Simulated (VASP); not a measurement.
# CaSe (I4/mmm) in VASP: single point with LDA

Aim: the single point of CaSe with LDA.

Program: VASP 6.6.1. These are calculated values, not measurements. Logs are shortened: lines on timing, memory, paths and dates and some standing lists are left out, and cuts for length are marked.

## Step 1: The cell of the first run

It takes space group I4/mmm (No. 139, tetragonal). The conventional cell has a = 4.113 Å, b = 4.113 Å, c = 6.107 Å, α = 90.00°, β = 90.00°, γ = 90.00°. Within 3.8 Å of Ca (site symmetry 4/mmm) lie 6 Se at 2.91 to 3.05 Å. Se (site symmetry 4/mmm) has 6 Ca at 2.91 to 3.05 Å within 3.8 Å.

## Step 2: Single point, LDA

INCAR

```
ALGO     = Normal         # electronic algorithm
EDIFF    = 1E-6           # SCF threshold, eV
ENCUT    = 520            # plane-wave cutoff, eV
GGA      = CA             # functional
ISIF     = 2              # what is computed and relaxed
ISMEAR   = 0              # smearing method
LASPH    = T              # aspherical terms in the spheres
LCHARG   = F              # write CHGCAR
LREAL    = F              # projectors in reciprocal space
LWAVE    = F              # write WAVECAR
NBANDS   = 15             # bands
NELM     = 80             # most SCF steps
PREC     = Accurate       # precision mode
SIGMA    = 0.05           # smearing width, eV
```

KPOINTS

```
k-points
0
Gamma
  10 10 10
```

POSCAR

```
CaSe
1.0
    0.0000000000      2.9083142420      3.0537299541
    2.9083142420      0.0000000000      3.0537299541
    2.9083142420      2.9083142420      0.0000000000
Ca Se
1 1
Direct
    0.0000000000      0.0000000000      0.0000000000
    0.5000000000      0.5000000000      0.5000000000
```

Potentials or basis: VASP PAW LDA potentials, release 64 (Ca_sv, Se).

Started as:

```console
$ cat potpaw_LDA.64/Ca_sv/POTCAR potpaw_LDA.64/Se/POTCAR > POTCAR
$ mpirun -np 1 vasp_std > vasp.out
```

OUTCAR:

```text
EDIFF = 1E-6
   ENCUT = 520
   GGA = CA
   ISIF = 2
   ISMEAR = 0
   LASPH = T
   LREAL = F
   NELM = 80
   PREC = Accurate

 ion  position               nearest neighbor table
   1  0.000  0.000  0.000-   2 2.91   2 2.91   2 2.91   2 2.91
   2  0.500  0.500  0.500-   1 2.91   1 2.91   1 2.91   1 2.91

  LATTYP: Found a body centered tetragonal cell.
 ALAT       =     4.1129774447
 C/A-ratio  =     1.4849242405

  Lattice vectors:

 A1 = (  -2.9083142420,   0.0000000000,   3.0537299541)
 A2 = (   2.9083142420,   0.0000000000,   3.0537299541)
 A3 = (   0.0000000000,   2.9083142420,  -3.0537299541)

Analysis of symmetry for initial positions (statically):
=====================================================================
 Subroutine PRICEL returns:
 Original cell was already a primitive cell.

 Routine SETGRP: Setting up the symmetry group for a
 body centered tetragonal supercell.

 Subroutine GETGRP returns: Found 16 space group operations
 (whereof 16 operations were pure point group operations)
 out of a pool of 16 trial point group operations.

The static configuration has the point symmetry D_4h.

Analysis of symmetry for dynamics (positions and initial velocities):
=====================================================================
 Subroutine PRICEL returns:
 Original cell was already a primitive cell.

 Routine SETGRP: Setting up the symmetry group for a
 body centered tetragonal supercell.

 Subroutine GETGRP returns: Found 16 space group operations
 (whereof 16 operations were pure point group operations)
 out of a pool of 16 trial point group operations.

The dynamic configuration has the point symmetry D_4h.

 Subroutine INISYM returns: Found 16 space group operations
 (whereof 16 operations are pure point group operations),
 and found     1 'primitive' translations

----------------------------------------------------------------------------------------

                                     Primitive cell

  volume of cell :      51.6587

  direct lattice vectors                    reciprocal lattice vectors
     0.000000000  2.908314242  3.053729954    -0.171920899  0.171920899  0.163734190
     2.908314242  0.000000000  3.053729954     0.171920899 -0.171920899  0.163734190
     2.908314242  2.908314242  0.000000000     0.171920899  0.171920899 -0.163734190

  length of vectors
     4.217055651  4.217055651  4.112977445     0.293125359  0.293125359  0.293125359

  position of ions in fractional coordinates (direct lattice)
     0.000000000  0.000000000  0.000000000
     0.500000000  0.500000000  0.500000000

  ion indices of the primitive-cell ions
   primitive index   ion index
                 1           1
                 2           2

----------------------------------------------------------------------------------------

 KPOINTS: k-points

Automatic generation of k-mesh.
 Grid dimensions read from file:
 generate k-points for:   10   10   10

 Generating k-lattice:

  Cartesian coordinates                     Fractional coordinates (reciprocal lattice)
    -0.017192090  0.017192090  0.016373419     0.100000000  0.000000000  0.000000000
     0.017192090 -0.017192090  0.016373419     0.000000000  0.100000000  0.000000000
     0.017192090  0.017192090 -0.016373419    -0.000000000 -0.000000000  0.100000000

  Length of vectors
     0.029312536  0.029312536  0.029312536

  Shift w.r.t. Gamma in fractional coordinates (k-lattice)
     0.000000000  0.000000000  0.000000000

 Subroutine IBZKPT returns following result:
 ===========================================

 Found    102 irreducible k-points:

 Following reciprocal coordinates:
            Coordinates               Weight
  0.000000  0.000000  0.000000      1.000000
  0.100000  0.000000  0.000000      8.000000
  0.200000  0.000000  0.000000      8.000000
  0.300000  0.000000  0.000000      8.000000
  0.400000  0.000000  0.000000      8.000000
  0.500000  0.000000  0.000000      4.000000
[... 16 lines left out ...]
  0.300000  0.300000  0.000000      2.000000
  0.400000  0.300000  0.000000      8.000000
 [... further k-points ...]
   k-points           NKPTS =    102   k-points in BZ     NKDIM =    102   number of bands    NBANDS=     15
   number of dos      NEDOS =    301   number of ions     NIONS =      2
   total plane-waves  NPLWV =  32768
   dimension x,y,z NGX =    32 NGY =   32 NGZ =   32
   dimension x,y,z NGXF=    64 NGYF=   64 NGZF=   64
   ions per type =               1   1
   NGX,Y,Z   is equivalent  to a cutoff of  12.62, 12.62, 12.93 a.u.
   NGXF,Y,Z  is equivalent  to a cutoff of  25.23, 25.23, 25.87 a.u.
 SYSTEM =  unknown system
   PREC   = accura    normal or accurate (medium, high low for compatibility)
   ISTART =      0    job   : 0-new  1-cont  2-samecut
   ICHARG =      2    charge: 1-file 2-atom 10-const
   ISPIN  =      1    spin polarized calculation?
   LNONCOLLINEAR =      F non collinear calculations
   LSORBIT =      F    spin-orbit coupling
   LASPH  =      T    aspherical Exc in radial PAW
   ENCUT  =  520.0 eV  38.22 Ry    6.18 a.u.   7.84  7.84  7.65*2*pi/ulx,y,z
   NELM   =     80;   NELMIN=  2; NELMDL= -5     # of ELM steps
   EDIFF  = 0.1E-05   stopping-criterion for ELM
   LREAL  =      F    real-space projection
   EDIFFG = 0.1E-04   stopping-criterion for IOM
   NSW    =      0    number of steps for IOM
   IBRION =     -1    ionic relax: 0-MD 1-quasi-New 2-CG
   NFREE  =      0    steps in history (QN), initial steepest desc. (CG)
   ISIF   =      2    stress and relaxation
   ISYM   =      2    0-nonsym 1-usesym 2-fastsym
   POTIM  = 0.5000    time-step for ionic-motion
   TEBEG  =    0.0;   TEEND  =   0.0 temperature during run
   PSTRESS=    0.0 pullay stress
   NELECT =      16.0000    total number of electrons
   NUPDOWN=      -1.0000    fix difference up-down
   EMIN   =  10.00;   EMAX   =-10.00  energy-range for DOS
   EFERMI =   0.00;   METHOD = LEGACY
   ISMEAR =     0;   SIGMA  =   0.05  broadening in eV -4-tet -1-fermi 0-gaus
   EFERMI_NEDOS =   21; number of points for ismear=-14 and -15
   IALGO  =     38    algorithm
   IMIX   =      4    mixing-type and parameters
     AMIX     =   0.40;   BMIX     =  1.00
     AMIX_MAG =   1.60;   BMIX_MAG =  1.00
  volume/ion in A,a.u.               =      25.83       174.30
  Fermi-wavevector in a.u.,A,eV,Ry     =   1.107645  2.093145 16.692666  1.226876
  Thomas-Fermi vector in A             =   2.244161
   LORBIT       =      0    0 simple, 1 ext, 2 COOP (PROOUT), +10 PAW based schemes
   GGA     = CA    functional components
   LHFCALC =     F    Hartree Fock is set to
   AEXX    =    0.0000 exact exchange contribution
   IVDW    =     0    specifies the selected vdW correction
   LEPSILON=     F    determine dielectric tensor
   LRPA    =     F    only Hartree local field effects (RPA)
 non-spin polarized calculation
 Gauss-broadening in eV      SIGMA  =   0.05
  energy-cutoff  :      520.00
  volume of cell :       51.66
 maximum number of plane-waves:      1428
   NGX = 15   NGY = 15   NGZ = 15

 number of electron      15.9999998 magnetization

 Free energy of the ion-electron system (eV)
  ---------------------------------------------------
  ext. energy  EPLUGINS =         0.00000000
  ---------------------------------------------------
  free energy    TOTEN  =       -10.53693801 eV

  energy without entropy =      -10.53693801  energy(sigma->0) =      -10.53693801

 E-fermi :   2.7104     XC(G=0):  -9.5000

 val. band max:        2.3678090025   @ k =   0.0000   0.0000   0.0000
 cond. band min:       4.2164689862   @ k =   0.5000   0.0000   0.5000
 fundamental gap:      1.8486599837
 Fermi energy:         2.7103602172

 k-point     1 :       0.0000    0.0000    0.0000
  band No.  band energies     occupation
      1     -36.9022      2.00000
      2     -18.2023      2.00000
      3     -18.1916      2.00000
      4     -18.1916      2.00000
      5      -9.4910      2.00000
      6       2.3415      2.00000
      7       2.3678      2.00000
      8       2.3678      2.00000
      9       5.3695      0.00000
     10       5.6977      0.00000
     11       6.0174      0.00000
     12       6.0174      0.00000
     13       6.5531      0.00000
     14       6.6028      0.00000
     15      11.9487      0.00000

 k-point     2 :       0.1000    0.0000    0.0000
  band No.  band energies     occupation
      1     -36.9014      2.00000
      2     -18.2092      2.00000
      3     -18.1983      2.00000
      4     -18.1920      2.00000
      5      -9.4290      2.00000
      6       1.8015      2.00000
      7       2.1784      2.00000
      8       2.2005      2.00000
      9       5.6865      0.00000
     10       5.9255      0.00000
     11       6.1471      0.00000
     12       6.2160      0.00000
     13       6.8579      0.00000
     14       6.8827      0.00000
     15      12.1059      0.00000

 k-point     3 :       0.2000    0.0000    0.0000
  band No.  band energies     occupation
      1     -36.8995      2.00000
      2     -18.2391      2.00000
      3     -18.2035      2.00000
      4     -18.1929      2.00000
      5      -9.2612      2.00000
      6       0.7889      2.00000
      7       1.8068      2.00000
      8       1.8339      2.00000
      9       5.8237      0.00000
     10       6.3370      0.00000
     11       6.4794      0.00000
     12       7.1241      0.00000
     13       7.6113      0.00000
     14       7.7156      0.00000
     15      11.8788      0.00000
[... 343 lines left out ...]
 k-point    23 :       0.3000    0.3000    0.0000
  band No.  band energies     occupation
      1     -36.8965      2.00000
      2     -18.2621      2.00000
      3     -18.2112      2.00000
      4     -18.2112      2.00000
      5      -9.0912      2.00000
      6      -0.0170      2.00000
      7       1.7248      2.00000
      8       1.7248      2.00000
      9       4.6449      0.00000
     10       6.9999      0.00000
     11       7.0896      0.00000
     12       7.7933      0.00000
     13       7.7933      0.00000
     14       9.6768      0.00000
     15      10.6940      0.00000

 k-point    24 :       0.4000    0.3000    0.0000
  band No.  band energies     occupation
      1     -36.8951      2.00000
      2     -18.2738      2.00000
      3     -18.2200      2.00000
      4     -18.2139      2.00000
      5      -8.9987      2.00000
      6      -0.1813      2.00000
      7       1.3715      2.00000
      8       1.5759      2.00000
      9       4.7500      0.00000
     10       7.2671      0.00000
     11       7.5094      0.00000
     12       8.0328      0.00000
     13       8.0410      0.00000
     14       8.9417      0.00000
     15      11.0774      0.00000

 [... further k-points ...]

------------------------ aborting loop because EDIFF is reached ----------------------------------------

  FORCE on cell =-STRESS in cart. coord.  units (eV):
  Direction    XX          YY          ZZ          XY          YZ          ZX
  --------------------------------------------------------------------------------------
  -------------------------------------------------------------------------------------
  Total       -0.4357629     -0.4357629     -1.6530818      0.0000000     -0.0000000      0.0000000
  in kB      -13.5150464    -13.5150464    -51.2698025      0.0000000     -0.0000000      0.0000000
  external PRESSURE =     -26.0999651 kB  Pullay stress =       0.0000000 kB

 VOLUME and BASIS-vectors are now :
 -----------------------------------------------------------------------------
  energy-cutoff  :      520.00
  volume of cell :       51.66
      direct lattice vectors                 reciprocal lattice vectors
     0.000000000  2.908314242  3.053729954    -0.171920899  0.171920899  0.163734190
     2.908314242  0.000000000  3.053729954     0.171920899 -0.171920899  0.163734190
     2.908314242  2.908314242  0.000000000     0.171920899  0.171920899 -0.163734190

 POSITION                                       TOTAL-FORCE (eV/Angst)
 -----------------------------------------------------------------------------------
      0.00000      0.00000      0.00000         0.000000     -0.000000      0.000000
      2.90831      2.90831      3.05373        -0.000000      0.000000      0.000000
 -----------------------------------------------------------------------------------
    total drift:                                0.000000     -0.000000     -0.000000

  FREE ENERGIE OF THE ION-ELECTRON SYSTEM (eV)
  ---------------------------------------------------
  free  energy   TOTEN  =       -10.5369380072 eV

  energy  without entropy=      -10.5369380072  energy(sigma->0) =      -10.53693801
```

Run time: 18 s. Hardware: 1 thread of Intel Xeon 6975P-C (Granite Rapids), shared host; peak memory 0.21 GiB.

What came out:

| Quantity | Value |
| --- | --- |
| Free energy | -10.5369 eV |
| Pressure | -2.6 GPa |
| Band gap on the k mesh | 1.85 eV (least direct gap 2.70 eV) |
